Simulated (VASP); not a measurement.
# ZrC3 (Pm-3n) in VASP: further runs

ZrC3 is run at these levels: PBE; tasks: single point.

Everything below comes from runs of VASP 6.6.1. Logs are shortened: lines on timing, memory, paths and dates and some standing lists are left out, and cuts for length are marked.

### Step 1. The cell of the first run

Symmetry: Pm-3n, No. 223, cubic system. The conventional cell has a = 4.322 Å, b = 4.322 Å, c = 4.322 Å, α = 90.00°, β = 90.00°, γ = 90.00°. Zr (site symmetry m-3) has 12 C at 2.42 Å within 3.2 Å. C (site symmetry -4m2) has 10 C at 2.16 to 2.65 Å and 4 Zr at 2.42 Å within 2.9 Å.

### Step 2. Single point, PBE

INCAR reads:

```
SYSTEM = ZrC3
PREC = Accurate ; ENCUT = 600
EDIFF = 1E-6 ; ISMEAR = 0
SIGMA = 0.1 ; LREAL = .FALSE.
LASPH = .TRUE. ; NELM = 120
ALGO = Normal ; ISIF = 2
LWAVE = .FALSE. ; LCHARG = .FALSE.
GGA = PE ; NBANDS = 34
GGA_COMPAT = .FALSE.
```

KPOINTS reads:

```
regular mesh
0
G
  4 4 4
  0 0 0
```

POSCAR reads:

```
ZrC3
1.0
    4.3221508098      0.0000000000      0.0000000000
    0.0000000000      4.3221508098      0.0000000000
    0.0000000000      0.0000000000      4.3221508098
Zr C
2 6
Direct
    0.0000000000      0.0000000000      0.0000000000
    0.5000000000      0.5000000000      0.5000000000
    0.0000000000      0.5000000000      0.2500000000
    0.0000000000      0.5000000000      0.7500000000
    0.2500000000      0.0000000000      0.5000000000
    0.7500000000      0.0000000000      0.5000000000
    0.5000000000      0.7500000000      0.0000000000
    0.5000000000      0.2500000000      0.0000000000
```

Potentials or basis: VASP PAW PBE potentials, release 64 (Zr_sv, C).

Launch:

```console
> cat potpaw_PBE.64/Zr_sv/POTCAR potpaw_PBE.64/C/POTCAR > POTCAR
> mpirun -np 1 vasp_std > vasp.out
```

OUTCAR:

```text
SYSTEM = ZrC3
   PREC = Accurate
   ENCUT = 600
   EDIFF = 1E-6
   ISMEAR = 0
   LREAL = .FALSE.
   LASPH = .TRUE.
   NELM = 120
   ISIF = 2
   GGA = PE

 ion  position               nearest neighbor table
   1  0.000  0.000  0.000-   3 2.42   4 2.42   5 2.42   6 2.42   7 2.42   8 2.42   5 2.42   6 2.42
                             3 2.42   4 2.42   7 2.42   8 2.42   2 3.74   2 3.74   2 3.74   2 3.74
   2  0.500  0.500  0.500-   3 2.42   4 2.42   5 2.42   6 2.42   7 2.42   8 2.42   7 2.42   8 2.42
                             5 2.42   6 2.42   3 2.42   4 2.42   1 3.74   1 3.74   1 3.74   1 3.74
   3  0.000  0.500  0.250-   1 2.42   2 2.42   1 2.42   2 2.42
   4  0.000  0.500  0.750-   1 2.42   2 2.42   1 2.42   2 2.42
   5  0.250  0.000  0.500-   1 2.42   2 2.42   1 2.42   2 2.42
   6  0.750  0.000  0.500-   1 2.42   2 2.42   1 2.42   2 2.42
   7  0.500  0.750  0.000-   1 2.42   2 2.42   2 2.42   1 2.42
   8  0.500  0.250  0.000-   1 2.42   2 2.42   2 2.42   1 2.42

  LATTYP: Found a simple cubic cell.
 ALAT       =     4.3221508098

  Lattice vectors:

 A1 = (   4.3221508098,   0.0000000000,   0.0000000000)
 A2 = (   0.0000000000,   4.3221508098,   0.0000000000)
 A3 = (   0.0000000000,   0.0000000000,   4.3221508098)

Analysis of symmetry for initial positions (statically):
=====================================================================
 Subroutine PRICEL returns:
 Original cell was already a primitive cell.

 Routine SETGRP: Setting up the symmetry group for a
 simple cubic supercell.

 Subroutine GETGRP returns: Found 48 space group operations
 (whereof 24 operations were pure point group operations)
 out of a pool of 48 trial point group operations.

The static configuration has the point symmetry T_h .
 The point group associated with its full space group is O_h .

Analysis of symmetry for dynamics (positions and initial velocities):
=====================================================================
 Subroutine PRICEL returns:
 Original cell was already a primitive cell.

 Routine SETGRP: Setting up the symmetry group for a
 simple cubic supercell.

 Subroutine GETGRP returns: Found 48 space group operations
 (whereof 24 operations were pure point group operations)
 out of a pool of 48 trial point group operations.

The dynamic configuration has the point symmetry T_h .
 The point group associated with its full space group is O_h .

 Subroutine INISYM returns: Found 48 space group operations
 (whereof 24 operations are pure point group operations),
 and found     1 'primitive' translations

----------------------------------------------------------------------------------------

                                     Primitive cell

  volume of cell :      80.7420

  direct lattice vectors                    reciprocal lattice vectors
     4.322150810  0.000000000  0.000000000     0.231366291  0.000000000  0.000000000
     0.000000000  4.322150810  0.000000000     0.000000000  0.231366291  0.000000000
     0.000000000  0.000000000  4.322150810     0.000000000  0.000000000  0.231366291

  length of vectors
     4.322150810  4.322150810  4.322150810     0.231366291  0.231366291  0.231366291

  position of ions in fractional coordinates (direct lattice)
     0.000000000  0.000000000  0.000000000
     0.500000000  0.500000000  0.500000000
     0.000000000  0.500000000  0.250000000
     0.000000000  0.500000000  0.750000000
     0.250000000  0.000000000  0.500000000
     0.750000000  0.000000000  0.500000000
     0.500000000  0.750000000  0.000000000
     0.500000000  0.250000000  0.000000000

  ion indices of the primitive-cell ions
   primitive index   ion index
                 1           1
                 2           2
                 3           3
                 4           4
                 5           5
                 6           6
                 7           7
                 8           8

----------------------------------------------------------------------------------------

 KPOINTS: regular mesh

Automatic generation of k-mesh.
 Grid dimensions read from file:
 generate k-points for:    4    4    4

 Generating k-lattice:

  Cartesian coordinates                     Fractional coordinates (reciprocal lattice)
     0.057841573  0.000000000  0.000000000     0.250000000  0.000000000  0.000000000
     0.000000000  0.057841573  0.000000000     0.000000000  0.250000000  0.000000000
     0.000000000  0.000000000  0.057841573     0.000000000  0.000000000  0.250000000

  Length of vectors
     0.057841573  0.057841573  0.057841573

  Shift w.r.t. Gamma in fractional coordinates (k-lattice)
     0.000000000  0.000000000  0.000000000

 Subroutine IBZKPT returns following result:
 ===========================================

 Found     10 irreducible k-points:

 Following reciprocal coordinates:
            Coordinates               Weight
  0.000000  0.000000  0.000000      1.000000
  0.250000  0.000000  0.000000      6.000000
  0.500000  0.000000  0.000000      3.000000
  0.250000  0.250000  0.000000     12.000000
  0.500000  0.250000  0.000000     12.000000
  0.500000  0.500000  0.000000      3.000000
  0.250000  0.250000  0.250000      8.000000
  0.500000  0.250000  0.250000     12.000000
  0.500000  0.500000  0.250000      6.000000
  0.500000  0.500000  0.500000      1.000000
   k-points           NKPTS =     10   k-points in BZ     NKDIM =     10   number of bands    NBANDS=     34
   number of dos      NEDOS =    301   number of ions     NIONS =      8
   total plane-waves  NPLWV =  46656
   dimension x,y,z NGX =    36 NGY =   36 NGZ =   36
   dimension x,y,z NGXF=    72 NGYF=   72 NGZF=   72
   ions per type =               2   6
   NGX,Y,Z   is equivalent  to a cutoff of  13.85, 13.85, 13.85 a.u.
   NGXF,Y,Z  is equivalent  to a cutoff of  27.69, 27.69, 27.69 a.u.
 SYSTEM =  ZrC3
   PREC   = accura    normal or accurate (medium, high low for compatibility)
   ISTART =      0    job   : 0-new  1-cont  2-samecut
   ICHARG =      2    charge: 1-file 2-atom 10-const
   ISPIN  =      1    spin polarized calculation?
   LNONCOLLINEAR =      F non collinear calculations
   LSORBIT =      F    spin-orbit coupling
   LASPH  =      T    aspherical Exc in radial PAW
   ENCUT  =  600.0 eV  44.10 Ry    6.64 a.u.   8.63  8.63  8.63*2*pi/ulx,y,z
   NELM   =    120;   NELMIN=  2; NELMDL= -5     # of ELM steps
   EDIFF  = 0.1E-05   stopping-criterion for ELM
   LREAL  =      F    real-space projection
   EDIFFG = 0.1E-04   stopping-criterion for IOM
   NSW    =      0    number of steps for IOM
   IBRION =     -1    ionic relax: 0-MD 1-quasi-New 2-CG
   NFREE  =      0    steps in history (QN), initial steepest desc. (CG)
   ISIF   =      2    stress and relaxation
   ISYM   =      2    0-nonsym 1-usesym 2-fastsym
   POTIM  = 0.5000    time-step for ionic-motion
   TEBEG  =    0.0;   TEEND  =   0.0 temperature during run
   PSTRESS=    0.0 pullay stress
   NELECT =      48.0000    total number of electrons
   NUPDOWN=      -1.0000    fix difference up-down
   EMIN   =  10.00;   EMAX   =-10.00  energy-range for DOS
   EFERMI =   0.00;   METHOD = LEGACY
   ISMEAR =     0;   SIGMA  =   0.10  broadening in eV -4-tet -1-fermi 0-gaus
   EFERMI_NEDOS =   21; number of points for ismear=-14 and -15
   IALGO  =     38    algorithm
   IMIX   =      4    mixing-type and parameters
     AMIX     =   0.40;   BMIX     =  1.00
     AMIX_MAG =   1.60;   BMIX_MAG =  1.00
  volume/ion in A,a.u.               =      10.09        68.11
  Fermi-wavevector in a.u.,A,eV,Ry     =   1.376539  2.601282 25.781147  1.894861
  Thomas-Fermi vector in A             =   2.501775
   LORBIT       =      0    0 simple, 1 ext, 2 COOP (PROOUT), +10 PAW based schemes
   GGA     = PE    functional components
   LHFCALC =     F    Hartree Fock is set to
   AEXX    =    0.0000 exact exchange contribution
   IVDW    =     0    specifies the selected vdW correction
   LEPSILON=     F    determine dielectric tensor
   LRPA    =     F    only Hartree local field effects (RPA)
 non-spin polarized calculation
 Gauss-broadening in eV      SIGMA  =   0.10
  energy-cutoff  :      600.00
  volume of cell :       80.74
 maximum number of plane-waves:      2730
 NGX is ok and might be reduce to    36
   NGX = 17   NGY = 17   NGZ = 17

 number of electron      47.9999998 magnetization

 Free energy of the ion-electron system (eV)
  ---------------------------------------------------
  ext. energy  EPLUGINS =         0.00000000
  ---------------------------------------------------
  free energy    TOTEN  =       -56.82241535 eV

  energy without entropy =      -56.81525871  energy(sigma->0) =      -56.81883703

 E-fermi :   8.6840     XC(G=0): -12.3951

 val. band max:        8.6121216340   @ k =   0.5000   0.0000   0.0000
 cond. band min:       8.8180964658   @ k =   0.5000   0.2500   0.0000
 fundamental gap:      0.2059748317
 Fermi energy:         8.6839756549

 k-point     1 :       0.0000    0.0000    0.0000
  band No.  band energies     occupation
      1     -39.4882      2.00000
      2     -39.4525      2.00000
      3     -17.7295      2.00000
      4     -17.7295      2.00000
      5     -17.7295      2.00000
      6     -17.5328      2.00000
[... 26 lines left out ...]
     33      15.3547      0.00000
     34      15.3548      0.00000

 k-point     2 :       0.2500    0.0000    0.0000
  band No.  band energies     occupation
      1     -39.4823      2.00000
      2     -39.4570      2.00000
      3     -17.7378      2.00000
      4     -17.6989      2.00000
      5     -17.6989      2.00000
      6     -17.6004      2.00000
[... 26 lines left out ...]
     33      14.4893      0.00000
     34      15.0106      0.00000
[... 257 lines left out ...]
     33      13.8756      0.00000
     34      14.4586      0.00000

 k-point    10 :       0.5000    0.5000    0.5000
  band No.  band energies     occupation
      1     -39.4661      2.00000
      2     -39.4661      2.00000
      3     -17.6926      2.00000
      4     -17.6926      2.00000
      5     -17.6926      2.00000
      6     -17.6926      2.00000
[... 26 lines left out ...]
     33      14.7635      0.00000
     34      14.7635      0.00000

------------------------ aborting loop because EDIFF is reached ----------------------------------------

  FORCE on cell =-STRESS in cart. coord.  units (eV):
  Direction    XX          YY          ZZ          XY          YZ          ZX
  --------------------------------------------------------------------------------------
  -------------------------------------------------------------------------------------
  Total       -1.2920196     -1.2920196     -1.2920196      0.0000000     -0.0000000      0.0000000
  in kB      -25.6377518    -25.6377518    -25.6377518      0.0000000     -0.0000000      0.0000000
  external PRESSURE =     -25.6377518 kB  Pullay stress =       0.0000000 kB

 VOLUME and BASIS-vectors are now :
 -----------------------------------------------------------------------------
  energy-cutoff  :      600.00
  volume of cell :       80.74
      direct lattice vectors                 reciprocal lattice vectors
     4.322150810  0.000000000  0.000000000     0.231366291  0.000000000  0.000000000
     0.000000000  4.322150810  0.000000000     0.000000000  0.231366291  0.000000000
     0.000000000  0.000000000  4.322150810     0.000000000  0.000000000  0.231366291

 POSITION                                       TOTAL-FORCE (eV/Angst)
 -----------------------------------------------------------------------------------
      0.00000      0.00000      0.00000         0.000000     -0.000000     -0.000000
      2.16108      2.16108      2.16108         0.000000     -0.000000     -0.000000
      0.00000      2.16108      1.08054         0.000000      0.000000      0.000000
      0.00000      2.16108      3.24161        -0.000000     -0.000000     -0.000000
      1.08054      0.00000      2.16108        -0.000000      0.000000     -0.000000
      3.24161      0.00000      2.16108         0.000000      0.000000      0.000000
      2.16108      3.24161      0.00000        -0.000000     -0.000000      0.000000
      2.16108      1.08054      0.00000         0.000000     -0.000000     -0.000000
 -----------------------------------------------------------------------------------
    total drift:                                0.000000      0.000000      0.000000

  FREE ENERGIE OF THE ION-ELECTRON SYSTEM (eV)
  ---------------------------------------------------
  free  energy   TOTEN  =       -56.8224153454 eV

  energy  without entropy=      -56.8152587066  energy(sigma->0) =      -56.81883703
```

It took 55 s on 1 thread of Intel Xeon 8259CL, shared host; peak memory 0.21 GiB.

What came out:

```
Free energy            : -56.8224 eV
Pressure               : -2.6 GPa
Band gap on the k mesh : zero (bands 24 and 25 overlap by 1.51 eV)
```

Caveat: the k points lie up to 0.36 Å⁻¹ apart, too coarse for converged energies and pressures of a metal.

### Step 3. Single point, PBE

This run uses another cell than the first one, of 9.97 Å³/atom.

INCAR reads:

```
SYSTEM = ZrC3
ALGO = Normal ; EDIFF = 1E-6
ENCUT = 600 ; GGA = PE
GGA_COMPAT = .FALSE. ; ISIF = 2
ISMEAR = 0 ; LASPH = .TRUE.
LCHARG = .TRUE. ; LELF = .TRUE.
LREAL = .FALSE. ; LVHAR = .TRUE.
LWAVE = .FALSE. ; NBANDS = 34
NELM = 120 ; PREC = Accurate
SIGMA = 0.1
```

KPOINTS reads:

```
k-points
0
G
  10 10 10
  0 0 0
```

Edit POSCAR of step 2 so:

```diff
@@ -2,5 +2,5 @@
 1.0
-    4.3221508098      0.0000000000      0.0000000000
-    0.0000000000      4.3221508098      0.0000000000
-    0.0000000000      0.0000000000      4.3221508098
+    4.3042862705      0.0000000000      0.0000000000
+    0.0000000000      4.3042862705      0.0000000000
+    0.0000000000      0.0000000000      4.3042862705
 Zr C
```

Potentials or basis: VASP PAW PBE potentials, release 64 (Zr_sv, C).

Launch:

```console
> cat potpaw_PBE.64/Zr_sv/POTCAR potpaw_PBE.64/C/POTCAR > POTCAR
> mpirun -np 1 vasp_std > vasp.out
```

Wall time 4.2 min (1 thread of Intel Xeon 8259CL, shared host); peak memory 0.3 GiB.

The run converged. Its results:

```yaml
Free_energy: -56.7664 eV
Pressure: 0.2 GPa
Band_gap_on_the_k_mesh: zero (bands 24 and 25 overlap by 1.75 eV)
```

Levels at points of the mesh, in eV from the Fermi level:
```csv
k point,band 20,band 21,band 22,band 23,band 24,band 25,band 26,band 27,band 28,band 29
"(0.00, 0.00, 0.00)",-3.44,-3.25,-3.25,-3.25,-0.13,-0.13,-0.13,1.44,1.44,1.44
"(0.50, 0.00, 0.00)",-2.39,-2.09,-2.09,-0.05,-0.05,0.90,0.90,1.72,1.72,2.03
"(0.50, 0.50, 0.00)",-1.99,-1.66,-1.66,-0.47,0.87,0.87,1.06,1.15,1.41,1.84
"(0.50, 0.50, 0.50)",-1.35,-0.11,-0.11,-0.11,-0.11,-0.11,-0.11,0.48,0.48,0.48
```
